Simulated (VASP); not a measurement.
# Re (P3m1) in VASP: single point with PBEsol

Aim: the single point of Re with PBEsol.

Everything below comes from runs of VASP 6.6.1. Logs are shortened: lines on timing, memory, paths and dates and some standing lists are left out, and cuts for length are marked.

## 1. The cell of the first run

The structure is trigonal, space group P3m1 (No. 156). The conventional cell has a = 2.896 Å, b = 2.896 Å, c = 8.822 Å, α = 90.00°, β = 90.00°, γ = 120.00°. Within 3.6 Å of Re (site symmetry 3m) lie 12 Re at 2.70 to 3.00 Å. Within 3.0 Å of Re (site symmetry 3m) lie 12 Re at 2.26 to 3.00 Å. Re (site symmetry 3m) has 9 Re at 2.26 to 2.90 Å within 3.0 Å. Within 3.6 Å of Re (site symmetry 3m) lie 12 Re at 2.70 to 3.16 Å.

## 2. Single point, PBEsol (strained and its atoms moved)

Input file INCAR:

```
SYSTEM = Re
PREC     = Accurate       ! precision mode
ENCUT    = 520            ! plane-wave cutoff, eV
EDIFF    = 1E-7           ! SCF threshold, eV
ISMEAR   = 0              ! smearing method
SIGMA    = 0.1            ! smearing width, eV
LREAL    = .False.        ! projectors in reciprocal space
LASPH    = .True.         ! aspherical terms in the spheres
NELM     = 100            ! most SCF steps
ALGO     = Fast           ! electronic algorithm
ISIF     = 2              ! what is computed and relaxed
LWAVE    = .False.        ! write WAVECAR
LCHARG   = .False.        ! write CHGCAR
GGA      = PS             ! functional
NBANDS   = 22             ! bands
```

Input file KPOINTS:

```
Automatic mesh
0
Gamma
  15 15 4
  0 0 0
```

Input file POSCAR:

```
Re
1.0
    2.8962139543      0.0000000000      0.0000000000
   -1.4481069771      2.5081948592      0.0000000000
    0.0000000000      0.0000000000      8.8220144538
Re
4
Direct
    0.0000000000      0.0000000000      0.0006555541
    0.3333333300      0.6666666700      0.2828628440
    0.0000000000      0.0000000000      0.4559767428
    0.6666666700      0.3333333300      0.7605048592
```

Potentials or basis: VASP PAW PBE potentials, release 64 (Re).

Command:

```sh
> cat potpaw_PBE.64/Re/POTCAR > POTCAR
> mpirun -np 1 vasp_std > vasp.out
```

OUTCAR:

```text
SYSTEM = Re
   PREC = Accurate
   ENCUT = 520
   EDIFF = 1E-7
   ISMEAR = 0
   LREAL = .False.
   LASPH = .True.
   NELM = 100
   ISIF = 2
   GGA = PS

 ion  position               nearest neighbor table
   1  0.000  0.000  0.001-   4 2.70   4 2.70   4 2.70   2 3.00   2 3.00   2 3.00
   2  0.333  0.667  0.283-   3 2.26   3 2.26   3 2.26   1 3.00   1 3.00   1 3.00
   3  0.000  0.000  0.456-   2 2.26   2 2.26   2 2.26   4 3.16   4 3.16   4 3.16
   4  0.667  0.333  0.761-   1 2.70   1 2.70   1 2.70   3 3.16   3 3.16   3 3.16

  LATTYP: Found a hexagonal cell.
 ALAT       =     2.8962139543
 C/A-ratio  =     3.0460506693

  Lattice vectors:

 A1 = (   2.8962139543,   0.0000000000,   0.0000000000)
 A2 = (  -1.4481069771,   2.5081948592,   0.0000000000)
 A3 = (   0.0000000000,   0.0000000000,   8.8220144538)

Analysis of symmetry for initial positions (statically):
=====================================================================
 Subroutine PRICEL returns:
 Original cell was already a primitive cell.

 Routine SETGRP: Setting up the symmetry group for a
 hexagonal supercell.

 Subroutine GETGRP returns: Found  6 space group operations
 (whereof  6 operations were pure point group operations)
 out of a pool of 24 trial point group operations.

The static configuration has the point symmetry C_3v.

Analysis of symmetry for dynamics (positions and initial velocities):
=====================================================================
 Subroutine PRICEL returns:
 Original cell was already a primitive cell.

 Routine SETGRP: Setting up the symmetry group for a
 hexagonal supercell.

 Subroutine GETGRP returns: Found  6 space group operations
 (whereof  6 operations were pure point group operations)
 out of a pool of 24 trial point group operations.

The dynamic configuration has the point symmetry C_3v.

 Subroutine INISYM returns: Found  6 space group operations
 (whereof  6 operations are pure point group operations),
 and found     1 'primitive' translations

----------------------------------------------------------------------------------------

                                     Primitive cell

  volume of cell :      64.0855

  direct lattice vectors                    reciprocal lattice vectors
     2.896213954  0.000000000  0.000000000     0.345278358  0.199346553  0.000000000
    -1.448106977  2.508194859  0.000000000     0.000000000  0.398693106  0.000000000
     0.000000000  0.000000000  8.822014454     0.000000000  0.000000000  0.113352795

  length of vectors
     2.896213954  2.896213954  8.822014454     0.398693106  0.398693106  0.113352795

  position of ions in fractional coordinates (direct lattice)
     0.000000000  0.000000000  0.000655554
     0.333333330  0.666666670  0.282862844
     0.000000000  0.000000000  0.455976743
     0.666666670  0.333333330  0.760504859

  ion indices of the primitive-cell ions
   primitive index   ion index
                 1           1
                 2           2
                 3           3
                 4           4

----------------------------------------------------------------------------------------

 KPOINTS: Automatic mesh

Automatic generation of k-mesh.
 Grid dimensions read from file:
 generate k-points for:   15   15    4

 Generating k-lattice:

  Cartesian coordinates                     Fractional coordinates (reciprocal lattice)
     0.023018557  0.013289770  0.000000000     0.066666667  0.000000000  0.000000000
     0.000000000  0.026579540  0.000000000     0.000000000  0.066666667  0.000000000
     0.000000000  0.000000000  0.028338199     0.000000000  0.000000000  0.250000000

  Length of vectors
     0.026579540  0.026579540  0.028338199

  Shift w.r.t. Gamma in fractional coordinates (k-lattice)
     0.000000000  0.000000000  0.000000000

 Subroutine IBZKPT returns following result:
 ===========================================

 Found    100 irreducible k-points:

 Following reciprocal coordinates:
            Coordinates               Weight
  0.000000  0.000000  0.000000      1.000000
  0.066667  0.000000  0.000000      6.000000
  0.133333 -0.000000  0.000000      6.000000
  0.200000  0.000000  0.000000      6.000000
  0.266667 -0.000000  0.000000      6.000000
  0.333333 -0.000000  0.000000      6.000000
[... 16 lines left out ...]
  0.333333  0.200000  0.000000     12.000000
  0.400000  0.200000  0.000000      6.000000
 [... further k-points ...]
   k-points           NKPTS =    100   k-points in BZ     NKDIM =    100   number of bands    NBANDS=     22
   number of dos      NEDOS =    301   number of ions     NIONS =      4
   total plane-waves  NPLWV =  40320
   dimension x,y,z NGX =    24 NGY =   24 NGZ =   70
   dimension x,y,z NGXF=    48 NGYF=   48 NGZF=  140
   ions per type =               4
   NGX,Y,Z   is equivalent  to a cutoff of  13.78, 13.78, 13.19 a.u.
   NGXF,Y,Z  is equivalent  to a cutoff of  27.55, 27.55, 26.38 a.u.
 SYSTEM =  Re
   PREC   = accura    normal or accurate (medium, high low for compatibility)
   ISTART =      0    job   : 0-new  1-cont  2-samecut
   ICHARG =      2    charge: 1-file 2-atom 10-const
   ISPIN  =      1    spin polarized calculation?
   LNONCOLLINEAR =      F non collinear calculations
   LSORBIT =      F    spin-orbit coupling
   LASPH  =      T    aspherical Exc in radial PAW
   ENCUT  =  520.0 eV  38.22 Ry    6.18 a.u.   5.39  5.39 16.40*2*pi/ulx,y,z
   NELM   =    100;   NELMIN=  2; NELMDL= -5     # of ELM steps
   EDIFF  = 0.1E-06   stopping-criterion for ELM
   LREAL  =      F    real-space projection
   EDIFFG = 0.1E-05   stopping-criterion for IOM
   NSW    =      0    number of steps for IOM
   IBRION =     -1    ionic relax: 0-MD 1-quasi-New 2-CG
   NFREE  =      0    steps in history (QN), initial steepest desc. (CG)
   ISIF   =      2    stress and relaxation
   ISYM   =      2    0-nonsym 1-usesym 2-fastsym
   POTIM  = 0.5000    time-step for ionic-motion
   TEBEG  =    0.0;   TEEND  =   0.0 temperature during run
   PSTRESS=    0.0 pullay stress
   NELECT =      28.0000    total number of electrons
   NUPDOWN=      -1.0000    fix difference up-down
   EMIN   =  10.00;   EMAX   =-10.00  energy-range for DOS
   EFERMI =   0.00;   METHOD = LEGACY
   ISMEAR =     0;   SIGMA  =   0.10  broadening in eV -4-tet -1-fermi 0-gaus
   EFERMI_NEDOS =   21; number of points for ismear=-14 and -15
   IALGO  =     68    algorithm
   IMIX   =      4    mixing-type and parameters
     AMIX     =   0.40;   BMIX     =  1.00
     AMIX_MAG =   1.60;   BMIX_MAG =  1.00
  volume/ion in A,a.u.               =      16.02       108.12
  Fermi-wavevector in a.u.,A,eV,Ry     =   1.242246  2.347505 20.996173  1.543175
  Thomas-Fermi vector in A             =   2.376609
   LORBIT       =      0    0 simple, 1 ext, 2 COOP (PROOUT), +10 PAW based schemes
   GGA     = PS    functional components
   LHFCALC =     F    Hartree Fock is set to
   AEXX    =    0.0000 exact exchange contribution
   IVDW    =     0    specifies the selected vdW correction
   LEPSILON=     F    determine dielectric tensor
   LRPA    =     F    only Hartree local field effects (RPA)
 non-spin polarized calculation
 RMM-DIIS sequential band-by-band and
 Gauss-broadening in eV      SIGMA  =   0.10
  energy-cutoff  :      520.00
  volume of cell :       64.09
 maximum number of plane-waves:      1761
 NGX is ok and might be reduce to    24
   NGX = 11   NGY = 11   NGZ = 33

 number of electron      27.9999999 magnetization

 Free energy of the ion-electron system (eV)
  ---------------------------------------------------
  ext. energy  EPLUGINS =         0.00000000
  ---------------------------------------------------
  free energy    TOTEN  =       -50.00306671 eV

  energy without entropy =      -49.98595826  energy(sigma->0) =      -49.99451248

 E-fermi :   7.0737     XC(G=0): -13.2314

 val. band max:        7.0684002234   @ k =   0.0000   0.4000   0.2500
 cond. band min:       7.0769834844   @ k =   0.2667   0.2667   0.0000
 fundamental gap:      0.0085832610
 Fermi energy:         7.0737198721

 k-point     1 :       0.0000    0.0000    0.0000
  band No.  band energies     occupation
      1      -2.7316      2.00000
      2      -0.7035      2.00000
      3      -0.5035      2.00000
      4       0.7409      2.00000
      5       2.6560      2.00000
      6       2.6560      2.00000
[... 14 lines left out ...]
     21       9.8836      0.00000
     22      10.7988      0.00000

 k-point     2 :       0.0667    0.0000    0.0000
  band No.  band energies     occupation
      1      -2.5652      2.00000
      2      -0.5755      2.00000
      3      -0.3581      2.00000
      4       0.8487      2.00000
      5       2.4722      2.00000
      6       2.5773      2.00000
[... 14 lines left out ...]
     21       9.9022      0.00000
     22      10.0549      0.00000

 k-point     3 :       0.1333   -0.0000    0.0000
  band No.  band energies     occupation
      1      -2.0866      2.00000
      2      -0.2414      2.00000
      3       0.0466      2.00000
      4       1.0727      2.00000
      5       2.1863      2.00000
      6       2.3795      2.00000
[... 14 lines left out ...]
     21       9.8697      0.00000
     22      10.4382      0.00000
[... 476 lines left out ...]
 k-point    23 :       0.3333    0.2000    0.0000
  band No.  band energies     occupation
      1       0.2480      2.00000
      2       1.4470      2.00000
      3       1.9570      2.00000
      4       2.3896      2.00000
      5       2.5862      2.00000
      6       2.9205      2.00000
[... 14 lines left out ...]
     21      11.4134      0.00000
     22      12.5823      0.00000

 k-point    24 :       0.4000    0.2000    0.0000
  band No.  band energies     occupation
      1       0.1865      2.00000
      2       1.5623      2.00000
      3       1.8005      2.00000
      4       2.5611      2.00000
      5       2.8030      2.00000
      6       3.0293      2.00000
[... 14 lines left out ...]
     21      11.7546      0.00000
     22      12.2762      0.00000

 [... further k-points ...]

------------------------ aborting loop because EDIFF is reached ----------------------------------------

  FORCE on cell =-STRESS in cart. coord.  units (eV):
  Direction    XX          YY          ZZ          XY          YZ          ZX
  --------------------------------------------------------------------------------------
  -------------------------------------------------------------------------------------
  Total        0.0000078      0.0000078      5.7788440     -0.0000000      0.0000000      0.0000000
  in kB        0.0001958      0.0001958    144.4747237     -0.0000000      0.0000000      0.0000000
  external PRESSURE =      48.1583717 kB  Pullay stress =       0.0000000 kB

 VOLUME and BASIS-vectors are now :
 -----------------------------------------------------------------------------
  energy-cutoff  :      520.00
  volume of cell :       64.09
      direct lattice vectors                 reciprocal lattice vectors
     2.896213954  0.000000000  0.000000000     0.345278358  0.199346553  0.000000000
    -1.448106977  2.508194859  0.000000000     0.000000000  0.398693106  0.000000000
     0.000000000  0.000000000  8.822014454     0.000000000  0.000000000  0.113352795

 POSITION                                       TOTAL-FORCE (eV/Angst)
 -----------------------------------------------------------------------------------
      0.00000      0.00000      0.00578         0.000000     -0.000000     -1.072582
     -0.00000      1.67213      2.49542        -0.000000      0.000000     -9.929320
      0.00000      0.00000      4.02263         0.000000     -0.000000     10.549167
      1.44811      0.83606      6.70918         0.000000      0.000000      0.452735
 -----------------------------------------------------------------------------------
    total drift:                               -0.000000      0.000000      0.000005

  FREE ENERGIE OF THE ION-ELECTRON SYSTEM (eV)
  ---------------------------------------------------
  free  energy   TOTEN  =       -50.0030667107 eV

  energy  without entropy=      -49.9859582556  energy(sigma->0) =      -49.99451248
```

Wall time 3.1 min (1 thread of Intel Xeon Platinum 8488C (Sapphire Rapids), shared host); peak memory 0.26 GiB.

What came out:

```
Free energy            : -50.0031 eV
Pressure               : 4.8 GPa
Largest force          : 10.549 eV/Å
Band gap on the k mesh : zero (bands 14 and 15 overlap by 2.06 eV)
```

Forces in eV/Å, atoms in the order of the input:
```
Re   0.000  0.000 -1.073
Re   0.000  0.000 -9.929
Re   0.000  0.000 10.549
Re   0.000  0.000  0.453
```

Stress tensor (GPa, compression positive):
```
 0.00  0.00  0.00
 0.00  0.00  0.00
 0.00  0.00 14.45
```

Levels at points of the mesh, in eV from the Fermi level:
```csv
k point,band 10,band 11,band 12,band 13,band 14,band 15,band 16,band 17,band 18,band 19
"(0.00, 0.00, 0.00)",-1.47,-1.47,-1.41,-1.26,-1.26,-0.39,0.86,0.86,1.59,1.59
"(0.00, 0.00, 0.50)",-2.10,-1.51,-1.51,-1.31,-1.31,-0.46,0.99,0.99,1.67,1.67
```

Caveat: the cell differs from its parent crystal (strained and its atoms moved); the stress differs along the axes, from 0 to 14 GPa; the PAW data sets were made with another functional, which shifts forces and pressure a little; spin-orbit coupling is left out, which moves the levels of the heavy elements.
